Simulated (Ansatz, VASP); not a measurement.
RbCl in VASP and in Ansatz

Contents of INCAR:

```
SYSTEM = RbCl
PREC = Accurate ; ENCUT = 500
EDIFF = 1E-6 ; ISMEAR = 0
SIGMA = 0.02 ; LREAL = .False.
LASPH = .True. ; NELM = 120
ALGO = Normal ; ISIF = 2
LWAVE = .False. ; LCHARG = .True.
GGA = PE ; LELF = .True.
LVHAR = .True. ; NBANDS = 15
GGA_COMPAT = .False.
```

Contents of KPOINTS:

```
regular mesh
0
Gamma
  6 6 6
  0 0 0
```

POSCAR

```
RbCl
1.0
    0.0000000000      3.2807574037      3.2807574037
    3.2807574037      0.0000000000      3.2807574037
    3.2807574037      3.2807574037      0.0000000000
Rb Cl
1 1
Direct
    0.0000000000      0.0000000000      0.0000000000
    0.5000000000      0.5000000000      0.5000000000
```

Input for Ansatz:

```yaml
crystal:
  lattice:
    - [0.0, 3.2807574037, 3.2807574037]
    - [3.2807574037, 0.0, 3.2807574037]
    - [3.2807574037, 3.2807574037, 0.0]
  atoms:
    - { symbol: Rb, position: [0.0, 0.0, 0.0] }
    - { symbol: Cl, position: [0.5, 0.5, 0.5] }
basis:
  ecutwfc: 420
kpoints:
  mp_grid: { grid: [6, 6, 6] }
hamiltonian:
  xc: pbe
scf:
  occupations: { method: gaussian, width: 0.02 }
output:
  forces: true
  stress: true
  eigenvalues: true
```

Alike in both runs: task single point; functional PBE; k mesh 6 × 6 × 6; occupations gaussian, width 0.02 eV; no spin polarisation.

```csv
,VASP,Ansatz
version,VASP 6.6.1,Ansatz 0.2.0
potentials or method,"VASP PAW PBE potentials, release 64 (Rb_sv, Cl), cutoff 500 eV","scalar-relativistic, plane waves, PAW"
valence electrons in the cell,16,16
```

```tsv
	VASP	Ansatz	Ansatz less VASP
gap on the k mesh at the Fermi level (eV)	5.03	5.03	+0.003
least direct gap on the mesh (eV)	5.03	5.03	+0.003
pressure (GPa)	1.0	1.0	0.00
```
